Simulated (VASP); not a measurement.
# PbS (I4/mmm) in VASP: notebook, part 3 of 3

VASP 6.6.1. The steps go on from the part before.

## (4) Single point, r2SCAN (strain +0.0400 x Voigt [1, 1, 0, 0, 0, 0])

Contents of POSCAR:

```
PbS
1.0
    0.0000000000      3.0836000000      2.9650000000
    3.0836000000      0.0000000000      2.9650000000
    3.0836000000      3.0836000000      0.0000000000
Pb S
1 1
Direct
    0.0000000000      0.0000000000      0.0000000000
    0.5000000000      0.5000000000      0.5000000000
```

Contents of INCAR.step1:

```
SYSTEM = PbS
ALGO = Normal
EDIFF = 1E-4
ENCUT = 520
GGA = PE
ISMEAR = 0
LASPH = .True.
LCHARG = .False.
LREAL = .False.
LWAVE = .True.
NBANDS = 17
NELM = 60
PREC = Accurate
SIGMA = 0.05
```

Contents of INCAR.step2:

```
SYSTEM = PbS
ALGO = Normal
EDIFF = 1E-6
ENCUT = 520
ISIF = 2
ISMEAR = 0
ISTART = 1
LASPH = .True.
LCHARG = .False.
LMIXTAU = .True.
LREAL = .False.
LWAVE = .False.
METAGGA = R2SCAN
NBANDS = 17
NELM = 60
PREC = Accurate
SIGMA = 0.05
```

Contents of KPOINTS:

```
k-points
0
Gamma
  8 8 8
  0 0 0
```

Potentials or basis: VASP PAW PBE potentials, release 64 (Pb_d, S).

The run is started by

```console
> cat potpaw_PBE.64/Pb_d/POTCAR potpaw_PBE.64/S/POTCAR > POTCAR
> cp INCAR.step1 INCAR
> mpirun -np 1 vasp_std > vasp.out
> cp INCAR.step2 INCAR
> mpirun -np 1 vasp_std > vasp.out
```

OUTCAR:

```text
SYSTEM = PbS
   EDIFF = 1E-6
   ENCUT = 520
   ISIF = 2
   ISMEAR = 0
   ISTART = 1
   LASPH = .True.
   LREAL = .False.
   METAGGA = R2SCAN
   NELM = 60
   PREC = Accurate

 ion  position               nearest neighbor table
   1  0.000  0.000  0.000-   2 2.96   2 2.96   2 3.08   2 3.08   2 3.08   2 3.08
   2  0.500  0.500  0.500-   1 2.96   1 2.96   1 3.08   1 3.08   1 3.08   1 3.08

  LATTYP: Found a body centered tetragonal cell.
 ALAT       =     4.3608689409
 C/A-ratio  =     1.3598207331

  Lattice vectors:

 A1 = (   0.0000000000,  -3.0836000000,  -2.9650000000)
 A2 = (   0.0000000000,   3.0836000000,  -2.9650000000)
 A3 = (   3.0836000000,   0.0000000000,   2.9650000000)

Analysis of symmetry for initial positions (statically):
=====================================================================
 Subroutine PRICEL returns:
 Original cell was already a primitive cell.

 Routine SETGRP: Setting up the symmetry group for a
 body centered tetragonal supercell.

 Subroutine GETGRP returns: Found 16 space group operations
 (whereof 16 operations were pure point group operations)
 out of a pool of 16 trial point group operations.

The static configuration has the point symmetry D_4h.

Analysis of symmetry for dynamics (positions and initial velocities):
=====================================================================
 Subroutine PRICEL returns:
 Original cell was already a primitive cell.

 Routine SETGRP: Setting up the symmetry group for a
 body centered tetragonal supercell.

 Subroutine GETGRP returns: Found 16 space group operations
 (whereof 16 operations were pure point group operations)
 out of a pool of 16 trial point group operations.

The dynamic configuration has the point symmetry D_4h.

 Subroutine INISYM returns: Found 16 space group operations
 (whereof 16 operations are pure point group operations),
 and found     1 'primitive' translations

----------------------------------------------------------------------------------------

                                     Primitive cell

  volume of cell :      56.3859

  direct lattice vectors                    reciprocal lattice vectors
     0.000000000  3.083600000  2.965000000    -0.162148139  0.162148139  0.168634064
     3.083600000  0.000000000  2.965000000     0.162148139 -0.162148139  0.168634064
     3.083600000  3.083600000  0.000000000     0.162148139  0.162148139 -0.168634064

  length of vectors
     4.277828183  4.277828183  4.360868941     0.284642733  0.284642733  0.284642733

  position of ions in fractional coordinates (direct lattice)
     0.000000000  0.000000000  0.000000000
     0.500000000  0.500000000  0.500000000

  ion indices of the primitive-cell ions
   primitive index   ion index
                 1           1
                 2           2

----------------------------------------------------------------------------------------

 KPOINTS: k-points

Automatic generation of k-mesh.
 Grid dimensions read from file:
 generate k-points for:    8    8    8

 Generating k-lattice:

  Cartesian coordinates                     Fractional coordinates (reciprocal lattice)
    -0.020268517  0.020268517  0.021079258     0.125000000  0.000000000  0.000000000
     0.020268517 -0.020268517  0.021079258     0.000000000  0.125000000  0.000000000
     0.020268517  0.020268517 -0.021079258    -0.000000000 -0.000000000  0.125000000

  Length of vectors
     0.035580342  0.035580342  0.035580342

  Shift w.r.t. Gamma in fractional coordinates (k-lattice)
     0.000000000  0.000000000  0.000000000

 Subroutine IBZKPT returns following result:
 ===========================================

 Found     59 irreducible k-points:

 Following reciprocal coordinates:
            Coordinates               Weight
  0.000000  0.000000  0.000000      1.000000
  0.125000  0.000000  0.000000      8.000000
  0.250000  0.000000  0.000000      8.000000
  0.375000  0.000000  0.000000      8.000000
  0.500000  0.000000  0.000000      4.000000
  0.125000  0.125000  0.000000      2.000000
[... 16 lines left out ...]
  0.250000  0.000000  0.125000     16.000000
  0.375000  0.000000  0.125000     16.000000
 [... further k-points ...]
   k-points           NKPTS =     59   k-points in BZ     NKDIM =     59   number of bands    NBANDS=     17
   number of dos      NEDOS =    301   number of ions     NIONS =      2
   total plane-waves  NPLWV =  32768
   dimension x,y,z NGX =    32 NGY =   32 NGZ =   32
   dimension x,y,z NGXF=    64 NGYF=   64 NGZF=   64
   ions per type =               1   1
   NGX,Y,Z   is equivalent  to a cutoff of  12.44, 12.44, 12.20 a.u.
   NGXF,Y,Z  is equivalent  to a cutoff of  24.87, 24.87, 24.40 a.u.
 SYSTEM =  PbS
   PREC   = accura    normal or accurate (medium, high low for compatibility)
   ISTART =      1    job   : 0-new  1-cont  2-samecut
   ICHARG =      0    charge: 1-file 2-atom 10-const
   ISPIN  =      1    spin polarized calculation?
   LNONCOLLINEAR =      F non collinear calculations
   LSORBIT =      F    spin-orbit coupling
   LASPH  =      T    aspherical Exc in radial PAW
   ENCUT  =  520.0 eV  38.22 Ry    6.18 a.u.   7.95  7.95  8.11*2*pi/ulx,y,z
   NELM   =     60;   NELMIN=  2; NELMDL=  0     # of ELM steps
   EDIFF  = 0.1E-05   stopping-criterion for ELM
   LREAL  =      F    real-space projection
   EDIFFG = 0.1E-04   stopping-criterion for IOM
   NSW    =      0    number of steps for IOM
   IBRION =     -1    ionic relax: 0-MD 1-quasi-New 2-CG
   NFREE  =      0    steps in history (QN), initial steepest desc. (CG)
   ISIF   =      2    stress and relaxation
   ISYM   =      2    0-nonsym 1-usesym 2-fastsym
   POTIM  = 0.5000    time-step for ionic-motion
   TEBEG  =    0.0;   TEEND  =   0.0 temperature during run
   PSTRESS=    0.0 pullay stress
   NELECT =      20.0000    total number of electrons
   NUPDOWN=      -1.0000    fix difference up-down
   EMIN   =  10.00;   EMAX   =-10.00  energy-range for DOS
   EFERMI =   0.00;   METHOD = LEGACY
   ISMEAR =     0;   SIGMA  =   0.05  broadening in eV -4-tet -1-fermi 0-gaus
   EFERMI_NEDOS =   21; number of points for ismear=-14 and -15
   IALGO  =     38    algorithm
   IMIX   =      4    mixing-type and parameters
     AMIX     =   0.40;   BMIX     =  1.00
     AMIX_MAG =   1.60;   BMIX_MAG =  1.00
  volume/ion in A,a.u.               =      28.19       190.26
  Fermi-wavevector in a.u.,A,eV,Ry     =   1.158852  2.189912 18.271774  1.342938
  Thomas-Fermi vector in A             =   2.295450
   LORBIT       =      0    0 simple, 1 ext, 2 COOP (PROOUT), +10 PAW based schemes
   METAGGA = R2SCAN    functional components
   LHFCALC =     F    Hartree Fock is set to
   AEXX    =    0.0000 exact exchange contribution
   IVDW    =     0    specifies the selected vdW correction
   LEPSILON=     F    determine dielectric tensor
   LRPA    =     F    only Hartree local field effects (RPA)
 non-spin polarized calculation
 Gauss-broadening in eV      SIGMA  =   0.05
  energy-cutoff  :      520.00
  volume of cell :       56.39
 maximum number of plane-waves:      1540
   NGX = 15   NGY = 15   NGZ = 17

 number of electron      20.0000001 magnetization

 Free energy of the ion-electron system (eV)
  ---------------------------------------------------
  ext. energy  EPLUGINS =         0.00000000
  ---------------------------------------------------
  free energy    TOTEN  =       -65.56667756 eV

  energy without entropy =      -65.56667756  energy(sigma->0) =      -65.56667756

 E-fermi :   4.9618     XC(G=0):  -9.8650

 val. band max:        4.6608012505   @ k =   0.5000   0.0000   0.0000
 cond. band min:       5.5083166953   @ k =   0.5000   0.0000   0.0000
 fundamental gap:      0.8475154448
 Fermi energy:         4.9617736273

 k-point     1 :       0.0000    0.0000    0.0000
  band No.  band energies     occupation
      1     -12.6470      2.00000
      2     -12.6337      2.00000
      3     -12.6311      2.00000
      4     -12.6311      2.00000
      5     -12.6061      2.00000
      6      -8.8208      2.00000
[... 9 lines left out ...]
     16      12.1903      0.00000
     17      13.6295      0.00000

 k-point     2 :       0.1250    0.0000    0.0000
  band No.  band energies     occupation
      1     -12.6454      2.00000
      2     -12.6362      2.00000
      3     -12.6291      2.00000
      4     -12.6261      2.00000
      5     -12.6081      2.00000
      6      -8.7017      2.00000
[... 9 lines left out ...]
     16      12.4444      0.00000
     17      14.6438      0.00000
[... 421 lines left out ...]
 k-point    24 :       0.3750    0.0000    0.1250
  band No.  band energies     occupation
      1     -12.6583      2.00000
      2     -12.6380      2.00000
      3     -12.6270      2.00000
      4     -12.6142      2.00000
      5     -12.5987      2.00000
      6      -8.0230      2.00000
[... 9 lines left out ...]
     16      14.9652      0.00000
     17      16.5730      0.00000

 [... further k-points ...]
[... 5 lines left out ...]
  --------------------------------------------------------------------------------------
  -------------------------------------------------------------------------------------
  Total       -1.4030746     -1.4030746     -0.0383314      0.0000000      0.0000000     -0.0000000
  in kB      -39.8676448    -39.8676448     -1.0891674      0.0000000      0.0000000     -0.0000000
  external PRESSURE =     -26.9414857 kB  Pullay stress =       0.0000000 kB

 VOLUME and BASIS-vectors are now :
 -----------------------------------------------------------------------------
  energy-cutoff  :      520.00
  volume of cell :       56.39
      direct lattice vectors                 reciprocal lattice vectors
     0.000000000  3.083600000  2.965000000    -0.162148139  0.162148139  0.168634064
     3.083600000  0.000000000  2.965000000     0.162148139 -0.162148139  0.168634064
     3.083600000  3.083600000  0.000000000     0.162148139  0.162148139 -0.168634064

 POSITION                                       TOTAL-FORCE (eV/Angst)
 -----------------------------------------------------------------------------------
      0.00000      0.00000      0.00000        -0.000000     -0.000000      0.000000
      3.08360      3.08360      2.96500         0.000000      0.000000      0.000000
 -----------------------------------------------------------------------------------
    total drift:                                0.000000     -0.000000     -0.000000

  FREE ENERGIE OF THE ION-ELECTRON SYSTEM (eV)
  ---------------------------------------------------
  free  energy   TOTEN  =       -65.5666775600 eV

  energy  without entropy=      -65.5666775600  energy(sigma->0) =      -65.56667756
```

OSZICAR.step1:

```text
N       E                     dE             d eps       ncg     rms          rms(c)
DAV:   1     0.157002845347E+03    0.15700E+03   -0.97278E+03  2014   0.121E+03
DAV:   2     0.319231344579E+01   -0.15381E+03   -0.14795E+03  2152   0.306E+02
DAV:   3    -0.897147910140E+01   -0.12164E+02   -0.12075E+02  2593   0.914E+01
DAV:   4    -0.928806177150E+01   -0.31658E+00   -0.31634E+00  2560   0.164E+01
DAV:   5    -0.929969889916E+01   -0.11637E-01   -0.11636E-01  2967   0.303E+00    0.419E+00
DAV:   6    -0.873417845881E+01    0.56552E+00   -0.16950E+00  3110   0.811E+00    0.293E+00
DAV:   7    -0.873649970648E+01   -0.23212E-02   -0.14948E-01  2407   0.188E+00    0.177E+00
DAV:   8    -0.874040447260E+01   -0.39048E-02   -0.19672E-02  2386   0.142E+00    0.405E-01
DAV:   9    -0.873961818338E+01    0.78629E-03   -0.44545E-03  3193   0.523E-01    0.111E-01
DAV:  10    -0.873989458385E+01   -0.27640E-03   -0.47773E-04  2337   0.121E-01    0.907E-02
DAV:  11    -0.873989489364E+01   -0.30979E-06   -0.59237E-05  2060   0.847E-02
   1 F= -.87398949E+01 E0= -.87398949E+01  d E =-.995949E-18
```

It took 3.2 min on 1 thread of Intel Xeon 6975P-C, shared host; peak memory 0.22 GiB.

What came out:

- Free energy: -65.5667 eV
- Pressure: -2.7 GPa
- Band gap on the k mesh: 0.85 eV, direct

Caveat: the cell differs from its parent crystal (strain +0.0400 x Voigt [1, 1, 0, 0, 0, 0]); the PAW data sets were made with another functional, which shifts forces and pressure a little; spin-orbit coupling is left out, which moves the levels of the heavy elements. A k mesh can miss the band edges.

## (5) Overview

| cell | gap on the mesh (eV) | pressure (GPa) |
| --- | --- | --- |
| a = 4.257, b = 4.257, c = 4.319 Å, angles 59.5, 59.5, 61.0°, 2 atoms | 0.80 | -1.9 |
| a = 4.267, b = 4.267, c = 4.340 Å, angles 59.4, 59.4, 61.1°, 2 atoms | 0.83 | -2.3 |
| a = 4.278, b = 4.278, c = 4.361 Å, angles 59.4, 59.4, 61.3°, 2 atoms | 0.85 | -2.7 |

Alike in all rows: task single point; level r2SCAN; potentials or basis VASP PAW PBE potentials, release 64 (Pb_d, S); no spin polarisation; k mesh 8 × 8 × 8; cutoff (eV) 520; smearing gaussian 0.05 eV.

Caveats: the PAW data sets were made with another functional, which shifts forces and pressure a little; spin-orbit coupling is left out, which moves the levels of the heavy elements.

Absolute energies hang on the potentials; compare differences alone.
